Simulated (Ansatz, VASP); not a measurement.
## Si7B in VASP and in Ansatz

```
Si B
1.0
     5.26854    0.00000    0.00000
     0.00000    5.26854    0.00000
     0.00000    0.00000    5.26854
Si B
7 1
Cartesian
  1.1968 1.1968 1.1968
  0.0000 2.6343 2.6343
  2.6343 2.6343 0.0000
  2.6343 0.0000 2.6343
  4.0718 1.1968 4.0718
  4.0718 4.0718 1.1968
  1.1968 4.0718 4.0718
  0.0000 0.0000 0.0000
```

Change from the starting cell: species swapped into the Si7Ge type (P-43m, No. 215).

Alike in both runs: functional PBE; k mesh 3 × 3 × 3; occupations gaussian, width 0.2 eV; no spin polarisation.

Ansatz relaxed the structure, and its values are those at the end. VASP's run is a single point on that final structure, the one shown.

|  | VASP | Ansatz |
| --- | --- | --- |
| version | VASP 6.6.1 | Ansatz 0.2.0 |
| potentials or method | VASP PAW PBE potentials, release 64 (Si, B), cutoff 520 eV | scalar-relativistic, plane waves, PAW |
| valence electrons in the cell | 31 | 31 |

Ansatz gave:

- gap on the k mesh at the Fermi level (eV): none
- pressure (GPa): -0.1
- rms of the force components (eV/Å): 0.006

What did VASP give for the same quantities?

gap on the k mesh at the Fermi level (eV): none; pressure (GPa): -0.2; rms of the force components (eV/Å): 0.001.

A gap of «none» marks a metal or a gap that the smearing closes.

The k mesh is coarse, so the values compare programs but aren't converged.
